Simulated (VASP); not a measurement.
# MgO (Fm-3m) in VASP: a series of runs

MgO is run at these levels: PBE, PBEsol+D3(BJ); tasks: single point.

Program: VASP 6.6.1. These are calculated values, not measurements. Logs are shortened: lines on timing, memory, paths and dates and some standing lists are left out, and cuts for length are marked.

## Step 1: The cell of the first run

Symmetry: Fm-3m, No. 225, cubic system. Conventional cell: a = 4.194 Å, b = 4.194 Å, c = 4.194 Å, α = 90.00°, β = 90.00°, γ = 90.00°. Within 2.8 Å of Mg (site symmetry m-3m) lie 6 O at 2.10 Å. O (site symmetry m-3m) has 6 Mg at 2.10 Å within 2.8 Å.

## Step 2: Single point, PBE

Input file INCAR:

```
SYSTEM = MgO
ALGO = Normal
EDIFF = 1E-6
ENCUT = 520
GGA = PE
ISIF = 2
ISMEAR = 0
LASPH = .TRUE.
LCHARG = .FALSE.
LREAL = .FALSE.
LWAVE = .FALSE.
NBANDS = 11
NELM = 100
PREC = Accurate
SIGMA = 0.014
```

Input file KPOINTS:

```
k-points
0
G
  11 11 11
  0 0 0
```

Input file POSCAR:

```
MgO
1.0
    0.0000000000      2.0970013927      2.0970013927
    2.0970013927      0.0000000000      2.0970013927
    2.0970013927      2.0970013927      0.0000000000
Mg O
1 1
Direct
    0.0000000000      0.0000000000      0.0000000000
    0.5000000000      0.5000000000      0.5000000000
```

Potentials or basis: VASP PAW PBE potentials, release 64 (Mg, O).

Started as:

```bash
$ cat potpaw_PBE.64/Mg/POTCAR potpaw_PBE.64/O/POTCAR > POTCAR
$ mpirun -np 1 vasp_std > vasp.out
```

OUTCAR:

```text
SYSTEM = MgO
   EDIFF = 1E-6
   ENCUT = 520
   GGA = PE
   ISIF = 2
   ISMEAR = 0
   LASPH = .TRUE.
   LREAL = .FALSE.
   NELM = 100
   PREC = Accurate

 ion  position               nearest neighbor table
   1  0.000  0.000  0.000-   2 2.10   2 2.10   2 2.10   2 2.10   2 2.10   2 2.10
   2  0.500  0.500  0.500-   1 2.10   1 2.10   1 2.10   1 2.10   1 2.10   1 2.10

  LATTYP: Found a face centered cubic cell.
 ALAT       =     4.1940027854

  Lattice vectors:

 A1 = (   0.0000000000,   2.0970013927,   2.0970013927)
 A2 = (   2.0970013927,   0.0000000000,   2.0970013927)
 A3 = (   2.0970013927,   2.0970013927,   0.0000000000)

Analysis of symmetry for initial positions (statically):
=====================================================================
 Subroutine PRICEL returns:
 Original cell was already a primitive cell.

 Routine SETGRP: Setting up the symmetry group for a
 face centered cubic supercell.

 Subroutine GETGRP returns: Found 48 space group operations
 (whereof 48 operations were pure point group operations)
 out of a pool of 48 trial point group operations.

The static configuration has the point symmetry O_h .

Analysis of symmetry for dynamics (positions and initial velocities):
=====================================================================
 Subroutine PRICEL returns:
 Original cell was already a primitive cell.

 Routine SETGRP: Setting up the symmetry group for a
 face centered cubic supercell.

 Subroutine GETGRP returns: Found 48 space group operations
 (whereof 48 operations were pure point group operations)
 out of a pool of 48 trial point group operations.

The dynamic configuration has the point symmetry O_h .

 Subroutine INISYM returns: Found 48 space group operations
 (whereof 48 operations are pure point group operations),
 and found     1 'primitive' translations

----------------------------------------------------------------------------------------

                                     Primitive cell

  volume of cell :      18.4428

  direct lattice vectors                    reciprocal lattice vectors
     0.000000000  2.097001393  2.097001393    -0.238435702  0.238435702  0.238435702
     2.097001393  0.000000000  2.097001393     0.238435702 -0.238435702  0.238435702
     2.097001393  2.097001393  0.000000000     0.238435702  0.238435702 -0.238435702

  length of vectors
     2.965607810  2.965607810  2.965607810     0.412982751  0.412982751  0.412982751

[... 88 lines left out ...]
   POTIM  = 0.5000    time-step for ionic-motion
   TEBEG  =    0.0;   TEEND  =   0.0 temperature during run
   PSTRESS=    0.0 pullay stress
   NELECT =       8.0000    total number of electrons
   NUPDOWN=      -1.0000    fix difference up-down
   EMIN   =  10.00;   EMAX   =-10.00  energy-range for DOS
   EFERMI =   0.00;   METHOD = LEGACY
   ISMEAR =     0;   SIGMA  =   0.01  broadening in eV -4-tet -1-fermi 0-gaus
   EFERMI_NEDOS =   21; number of points for ismear=-14 and -15
   IALGO  =     38    algorithm
   IMIX   =      4    mixing-type and parameters
     AMIX     =   0.40;   BMIX     =  1.00
     AMIX_MAG =   1.60;   BMIX_MAG =  1.00
  volume/ion in A,a.u.               =       9.22        62.23
  Fermi-wavevector in a.u.,A,eV,Ry     =   1.239261  2.341864 20.895389  1.535768
  Thomas-Fermi vector in A             =   2.373752
   LORBIT       =      0    0 simple, 1 ext, 2 COOP (PROOUT), +10 PAW based schemes
   GGA     = PE    functional components
   LHFCALC =     F    Hartree Fock is set to
   AEXX    =    0.0000 exact exchange contribution
   IVDW    =     0    specifies the selected vdW correction
   LEPSILON=     F    determine dielectric tensor
   LRPA    =     F    only Hartree local field effects (RPA)
 non-spin polarized calculation
 Gauss-broadening in eV      SIGMA  =   0.01
  energy-cutoff  :      520.00
  volume of cell :       18.44
 maximum number of plane-waves:       531
 NGX is ok and might be reduce to    24
   NGX = 11   NGY = 11   NGZ = 11

 number of electron       8.0000004 magnetization

 Free energy of the ion-electron system (eV)
  ---------------------------------------------------
  ext. energy  EPLUGINS =         0.00000000
  ---------------------------------------------------
  free energy    TOTEN  =       -11.89769122 eV

  energy without entropy =      -11.89769122  energy(sigma->0) =      -11.89769122

 E-fermi :   3.4352     XC(G=0): -11.1399

 val. band max:        3.2844925301   @ k =   0.0000   0.0000   0.0000
 cond. band min:       8.1373565285   @ k =   0.0000   0.0000   0.0000
 fundamental gap:      4.8528639984
 Fermi energy:         3.4351719095

 k-point     1 :       0.0000    0.0000    0.0000
  band No.  band energies     occupation
      1     -14.0457      2.00000
      2       3.2845      2.00000
      3       3.2845      2.00000
      4       3.2845      2.00000
      5       8.1374      0.00000
      6      19.1572      0.00000
      7      19.1572      0.00000
      8      19.1572      0.00000
      9      23.1080      0.00000
     10      24.8974      0.00000
     11      24.8974      0.00000
[... 309 lines left out ...]
 k-point    24 :      -0.1818    0.1818    0.0000
  band No.  band energies     occupation
      1     -13.2441      2.00000
      2       0.4003      2.00000
      3       2.1552      2.00000
      4       2.9025      2.00000
      5      11.4462      0.00000
      6      15.4013      0.00000
      7      18.9006      0.00000
      8      21.3903      0.00000
      9      21.4227      0.00000
     10      24.6943      0.00000
     11      28.0453      0.00000

 [... further k-points ...]

------------------------ aborting loop because EDIFF is reached ----------------------------------------

  FORCE on cell =-STRESS in cart. coord.  units (eV):
  Direction    XX          YY          ZZ          XY          YZ          ZX
  --------------------------------------------------------------------------------------
  -------------------------------------------------------------------------------------
  Total        0.7113038      0.7113038      0.7113038      0.0000000      0.0000000      0.0000000
  in kB       61.7930425     61.7930425     61.7930425      0.0000000      0.0000000      0.0000000
  external PRESSURE =      61.7930425 kB  Pullay stress =       0.0000000 kB

 VOLUME and BASIS-vectors are now :
 -----------------------------------------------------------------------------
  energy-cutoff  :      520.00
  volume of cell :       18.44
      direct lattice vectors                 reciprocal lattice vectors
     0.000000000  2.097001393  2.097001393    -0.238435702  0.238435702  0.238435702
     2.097001393  0.000000000  2.097001393     0.238435702 -0.238435702  0.238435702
     2.097001393  2.097001393  0.000000000     0.238435702  0.238435702 -0.238435702

 POSITION                                       TOTAL-FORCE (eV/Angst)
 -----------------------------------------------------------------------------------
      0.00000      0.00000      0.00000         0.000000      0.000000      0.000000
      2.09700      2.09700      2.09700         0.000000      0.000000      0.000000
 -----------------------------------------------------------------------------------
    total drift:                               -0.000000     -0.000000      0.000000

  FREE ENERGIE OF THE ION-ELECTRON SYSTEM (eV)
  ---------------------------------------------------
  free  energy   TOTEN  =       -11.8976912185 eV

  energy  without entropy=      -11.8976912185  energy(sigma->0) =      -11.89769122
```

OSZICAR:

```text
N       E                     dE             d eps       ncg     rms          rms(c)
DAV:   1     0.132705422703E+02    0.13271E+02   -0.46555E+03  1392   0.651E+02
DAV:   2    -0.128753213555E+02   -0.26146E+02   -0.25571E+02  1427   0.133E+02
DAV:   3    -0.134593220006E+02   -0.58400E+00   -0.58366E+00  1483   0.173E+01
DAV:   4    -0.134606909654E+02   -0.13690E-02   -0.13689E-02  1352   0.948E-01
DAV:   5    -0.134606954174E+02   -0.44520E-05   -0.44520E-05  1445   0.525E-02    0.723E+00
DAV:   6    -0.119143360406E+02    0.15464E+01   -0.86964E+00  1280   0.163E+01    0.220E+00
DAV:   7    -0.119030976152E+02    0.11238E-01   -0.50267E-02  1346   0.206E+00    0.134E+00
DAV:   8    -0.118980003165E+02    0.50973E-02   -0.26241E-02  1283   0.183E+00    0.224E-01
DAV:   9    -0.118976841437E+02    0.31617E-03   -0.47876E-04  1421   0.154E-01    0.127E-01
DAV:  10    -0.118976896544E+02   -0.55107E-05   -0.42979E-04  1352   0.155E-01    0.822E-03
DAV:  11    -0.118976913640E+02   -0.17095E-05   -0.22446E-06  1439   0.126E-02    0.517E-03
DAV:  12    -0.118976912185E+02    0.14546E-06   -0.53614E-07   727   0.561E-03
   1 F= -.11897691E+02 E0= -.11897691E+02  d E =-.875770E-55
```

stdout:

```text
POSCAR found type information on POSCAR MgO
 POSCAR found :  2 types and       2 ions
 scaLAPACK will be used
 LDA part: xc-table for (Slater+PW92), standard interpolation
 POSCAR, INCAR and KPOINTS ok, starting setup
 FFT: planning ... GRIDC
 FFT: planning ... GRID_SOFT
 FFT: planning ... GRID
 WAVECAR not read
 entering main loop
```

Wall time 4.9 s (1 thread of Intel Xeon 6975P-C, shared host); peak memory 0.14 GiB.

What came out:

- Free energy: -11.8977 eV
- Pressure: 6.2 GPa
- Band gap on the k mesh: 4.85 eV, direct

Levels at points of the mesh, in eV from the valence-band top:
| k point | band 1 | band 2 | band 3 | band 4 | band 5 | band 6 | band 7 | band 8 | band 9 |
| --- | --- | --- | --- | --- | --- | --- | --- | --- | --- |
| (0.00, 0.00, 0.00) | -17.33 | 0.00 | 0.00 | 0.00 | 4.85 | 15.87 | 15.87 | 15.87 | 19.82 |

## Step 3: Single point, PBEsol+D3(BJ)

This run uses another cell than the first one, of 9.10 Å³/atom, 0.987 times its volume.

Input file INCAR:

```
SYSTEM = MgO
ALGO = Normal
EDIFF = 1E-7
ENCUT = 520
GGA = PS
ISIF = 2
ISMEAR = -1
IVDW = 12
LASPH = .True.
LCHARG = .True.
LELF = .True.
LREAL = .False.
LVHAR = .True.
LWAVE = .False.
NBANDS = 11
NELM = 80
PREC = Accurate
SIGMA = 0.05
```

Input file KPOINTS:

```
k-points
0
Gamma
  11 11 11
  0 0 0
```

Input file POSCAR:

```
MgO
1.0
    0.0000000000      2.0879400195      2.0879400195
    2.0879400195      0.0000000000      2.0879400195
    2.0879400195      2.0879400195      0.0000000000
Mg O
1 1
Direct
    0.0000000000      0.0000000000      0.0000000000
    0.5000000000      0.5000000000      0.5000000000
```

Potentials or basis: VASP PAW PBE potentials, release 64 (Mg, O).

Started as:

```bash
$ cat potpaw_PBE.64/Mg/POTCAR potpaw_PBE.64/O/POTCAR > POTCAR
$ mpirun -np 1 vasp_std > vasp.out
```

OUTCAR:

```text
SYSTEM = MgO
   EDIFF = 1E-7
   ENCUT = 520
   GGA = PS
   ISIF = 2
   ISMEAR = -1
   IVDW = 12
   LASPH = .True.
   LREAL = .False.
   NELM = 80
   PREC = Accurate
 IVDW          = 12

 ion  position               nearest neighbor table
   1  0.000  0.000  0.000-   2 2.09   2 2.09   2 2.09   2 2.09   2 2.09   2 2.09
   2  0.500  0.500  0.500-   1 2.09   1 2.09   1 2.09   1 2.09   1 2.09   1 2.09

  LATTYP: Found a face centered cubic cell.
 ALAT       =     4.1758800390

  Lattice vectors:

 A1 = (   0.0000000000,   2.0879400195,   2.0879400195)
 A2 = (   2.0879400195,   0.0000000000,   2.0879400195)
 A3 = (   2.0879400195,   2.0879400195,   0.0000000000)

Analysis of symmetry for initial positions (statically):
=====================================================================
 Subroutine PRICEL returns:
 Original cell was already a primitive cell.

 Routine SETGRP: Setting up the symmetry group for a
 face centered cubic supercell.

 Subroutine GETGRP returns: Found 48 space group operations
 (whereof 48 operations were pure point group operations)
 out of a pool of 48 trial point group operations.

The static configuration has the point symmetry O_h .

Analysis of symmetry for dynamics (positions and initial velocities):
=====================================================================
 Subroutine PRICEL returns:
 Original cell was already a primitive cell.

 Routine SETGRP: Setting up the symmetry group for a
 face centered cubic supercell.

 Subroutine GETGRP returns: Found 48 space group operations
 (whereof 48 operations were pure point group operations)
 out of a pool of 48 trial point group operations.

The dynamic configuration has the point symmetry O_h .

 Subroutine INISYM returns: Found 48 space group operations
 (whereof 48 operations are pure point group operations),
 and found     1 'primitive' translations

----------------------------------------------------------------------------------------
[... 119 lines left out ...]
   LHFCALC =     F    Hartree Fock is set to
   AEXX    =    0.0000 exact exchange contribution
   IVDW    =    12    specifies the selected vdW correction
   LEPSILON=     F    determine dielectric tensor
   LRPA    =     F    only Hartree local field effects (RPA)
 non-spin polarized calculation
  energy-cutoff  :      520.00
  volume of cell :       18.20
 maximum number of plane-waves:       531
 NGX is ok and might be reduce to    24
   NGX = 11   NGY = 11   NGZ = 11

 number of electron       8.0000002 magnetization

 Free energy of the ion-electron system (eV)
  ---------------------------------------------------
  ext. energy  EPLUGINS =         0.00000000
  ---------------------------------------------------
  free energy    TOTEN  =       -12.50626618 eV

  energy without entropy =      -12.50626618  energy(sigma->0) =      -12.50626618

 E-fermi :   4.2591     XC(G=0): -11.4362

 val. band max:        3.2642956156   @ k =   0.0000   0.0000   0.0000
 cond. band min:       8.1526613998   @ k =   0.0000   0.0000   0.0000
 fundamental gap:      4.8883657841
 Fermi energy:         4.2590874819

 k-point     1 :       0.0000    0.0000    0.0000
  band No.  band energies     occupation
      1     -14.0782      2.00000
      2       3.2643      2.00000
      3       3.2643      2.00000
      4       3.2643      2.00000
      5       8.1527      0.00000
      6      19.0393      0.00000
      7      19.0393      0.00000
      8      19.0393      0.00000
      9      22.9507      0.00000
     10      24.8650      0.00000
     11      24.8650      0.00000
[... 309 lines left out ...]
 k-point    24 :      -0.1818    0.1818    0.0000
  band No.  band energies     occupation
      1     -13.2401      2.00000
      2       0.3129      2.00000
      3       2.0958      2.00000
      4       2.8660      2.00000
      5      11.4595      0.00000
      6      15.2739      0.00000
      7      18.8985      0.00000
      8      21.2930      0.00000
      9      21.4326      0.00000
     10      24.6700      0.00000
     11      28.1064      0.00000

 [... further k-points ...]

------------------------ aborting loop because EDIFF is reached ----------------------------------------

 Edisp (eV)   -0.51232

 E8    (eV) :    -0.3173

  FORCE on cell =-STRESS in cart. coord.  units (eV):
  Direction    XX          YY          ZZ          XY          YZ          ZX
  --------------------------------------------------------------------------------------
  -------------------------------------------------------------------------------------
  Total      -0.05724    -0.05724    -0.05724     0.00000     0.00000     0.00000
  in kB      -5.03792    -5.03792    -5.03792     0.00000     0.00000     0.00000
  external pressure =       -5.04 kB  Pullay stress =        0.00 kB

 VOLUME and BASIS-vectors are now :
 -----------------------------------------------------------------------------
  energy-cutoff  :      520.00
  volume of cell :       18.20
      direct lattice vectors                 reciprocal lattice vectors
     0.000000000  2.087940019  2.087940019    -0.239470481  0.239470481  0.239470481
     2.087940019  0.000000000  2.087940019     0.239470481 -0.239470481  0.239470481
     2.087940019  2.087940019  0.000000000     0.239470481  0.239470481 -0.239470481

 POSITION                                       TOTAL-FORCE (eV/Angst)
 -----------------------------------------------------------------------------------
      0.00000      0.00000      0.00000        -0.000000     -0.000000     -0.000000
      2.08794      2.08794      2.08794         0.000000      0.000000      0.000000
 -----------------------------------------------------------------------------------
    total drift:                               -0.000000     -0.000000      0.000000

  FREE ENERGIE OF THE ION-ELECTRON SYSTEM (eV)
  ---------------------------------------------------
  free  energy   TOTEN  =       -13.0185897160 eV

  energy  without entropy=      -13.0185897160  energy(sigma->0) =      -13.01858972
```

OSZICAR:

```text
N       E                     dE             d eps       ncg     rms          rms(c)
DAV:   1     0.130089678264E+02    0.13009E+02   -0.46824E+03  1416   0.659E+02
DAV:   2    -0.133754466064E+02   -0.26384E+02   -0.25821E+02  1406   0.136E+02
DAV:   3    -0.138977564085E+02   -0.52231E+00   -0.52182E+00  1501   0.165E+01
DAV:   4    -0.138989726360E+02   -0.12162E-02   -0.12162E-02  1340   0.905E-01
DAV:   5    -0.138989764398E+02   -0.38038E-05   -0.38038E-05  1445   0.498E-02    0.670E+00
DAV:   6    -0.125415980901E+02    0.13574E+01   -0.74944E+00  1271   0.150E+01    0.215E+00
DAV:   7    -0.125196016909E+02    0.21996E-01   -0.43825E-02  1352   0.197E+00    0.129E+00
DAV:   8    -0.125065743562E+02    0.13027E-01   -0.21414E-02  1283   0.168E+00    0.207E-01
DAV:   9    -0.125063283671E+02    0.24599E-03   -0.31131E-04  1427   0.124E-01    0.130E-01
DAV:  10    -0.125062645182E+02    0.63849E-04   -0.36452E-04  1391   0.142E-01    0.443E-03
DAV:  11    -0.125062658270E+02   -0.13088E-05   -0.38530E-06  1349   0.141E-02    0.321E-03
DAV:  12    -0.125062661478E+02   -0.32083E-06   -0.94464E-08  1006   0.299E-03    0.589E-04
DAV:  13    -0.125062661833E+02   -0.35517E-07   -0.33665E-08   694   0.127E-03
   1 F= -.13018590E+02 E0= -.13018590E+02  d E =-.408612E-10
```

stdout:

```text
POSCAR found type information on POSCAR MgO
 POSCAR found :  2 types and       2 ions
 scaLAPACK will be used
 -----------------------------------------------------------------------------
|                                                                             |
|                                                                             |
|     You enforced a specific xc type in the INCAR file but a different       |
|     I HOPE YOU KNOW WHAT YOU ARE DOING!                                     |
|                                                                             |
 -----------------------------------------------------------------------------

 LDA part: xc-table for (Slater+PW92), standard interpolation
 POSCAR, INCAR and KPOINTS ok, starting setup
 FFT: planning ... GRIDC
 FFT: planning ... GRID_SOFT
 FFT: planning ... GRID
 WAVECAR not read
 entering main loop
```

Wall time 5.9 s (1 thread of Intel Xeon 6975P-C, shared host); peak memory 0.16 GiB.

Results:

```yaml
Free_energy: -13.0186 eV
Pressure: -0.5 GPa
Band_gap_on_the_k_mesh: 4.89 eV, direct
Dispersion_energy_per_atom: -0.256 eV
```

Levels at points of the mesh, in eV from the valence-band top:
```csv
k point,band 2,band 3,band 4,band 5,band 6,band 7
"(0.00, 0.00, 0.00)",0.00,0.00,0.00,4.89,15.78,15.78
```

Caveat: the PAW data sets were made with another functional, which shifts forces and pressure a little.
